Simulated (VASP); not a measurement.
Here is a VASP 6.6.1 calculation.

File INCAR:

```
SYSTEM = LiCl
PREC = Accurate ; ENCUT = 520
EDIFF = 1E-8 ; ISMEAR = 0
SIGMA = 0.01 ; LREAL = .FALSE.
LASPH = .TRUE. ; NELM = 80
ALGO = Normal ; ISIF = 2
LWAVE = .FALSE. ; LCHARG = .FALSE.
GGA = PE ; NBANDS = 12
IBRION = 8 ; NSW = 1
LEPSILON = .TRUE.
```

Contents of KPOINTS:

```
Automatic mesh
0
G
  8 8 8
  0 0 0
```

Contents of POSCAR:

```
LiCl
1.0
    0.0000000000      2.7578175395      2.7578175395
    2.7578175395      0.0000000000      2.7578175395
    2.7578175395      2.7578175395      0.0000000000
Li Cl
1 1
Direct
    0.7500000000      0.7500000000      0.7500000000
    0.5000000000      0.5000000000      0.5000000000
```

Potentials or basis: VASP PAW PBE potentials, release 64 (Li_sv, Cl).

Launch:

```console
$ cat potpaw_PBE.64/Li_sv/POTCAR potpaw_PBE.64/Cl/POTCAR > POTCAR
$ mpirun -np 1 vasp_std > vasp.out
```

(1) Predict the electronic dielectric tensor (diagonal).

(2) What does it give for the Born charges (mean of the diagonal)?

(3) What does it give for the highest phonon frequency at Γ, LO-TO splitting left out?

## Answers

(1) 2.45.

(2) Li +1.03; Cl -1.03 e.

(3) 303 cm⁻¹.
